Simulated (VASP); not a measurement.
**LuBe3: single point with PBE**

Crystal: LuBe3.

```
Lu Be
1.0
     0.00000    2.93783    2.93783
     2.93783    0.00000    2.93783
     2.93783    2.93783    0.00000
Lu Be
1 3
Direct
  0.00000 0.00000 0.00000
  0.50000 0.50000 0.50000
  0.25000 0.25000 0.25000
  0.75000 0.75000 0.75000
```

```yaml
Program: VASP 6.6.1
Task: single point
Functional: PBE
Potentials_or_basis: VASP PAW PBE potentials, release 64 (Lu, Be)
Cutoff: 520 eV
k_mesh: 6 × 6 × 6
Occupations: gaussian, width 0.1 eV
Spin: no spin polarisation
```

| Property | Result |
| --- | --- |
| Pressure | 0.1 GPa |

Levels at points of the mesh, in eV from the Fermi level:
```csv
k point,band 12,band 13,band 14,band 15,band 16,band 17,band 18,band 19
"(0.00, 0.00, 0.00)",-4.18,-1.40,-1.40,-1.40,2.40,2.40,2.40,2.67
"(0.50, 0.00, 0.00)",-4.19,-4.18,-1.70,-1.70,2.36,2.71,2.71,3.24
"(0.50, 0.50, 0.00)",-4.20,-3.68,-2.43,-1.25,-1.25,1.77,3.14,3.14
```

Run time: 62 s on 1 thread of AMD EPYC 7R13, on a shared host, peak memory 0.16 GiB.

Caveat: spin-orbit coupling is left out, which moves the levels of the heavy elements.
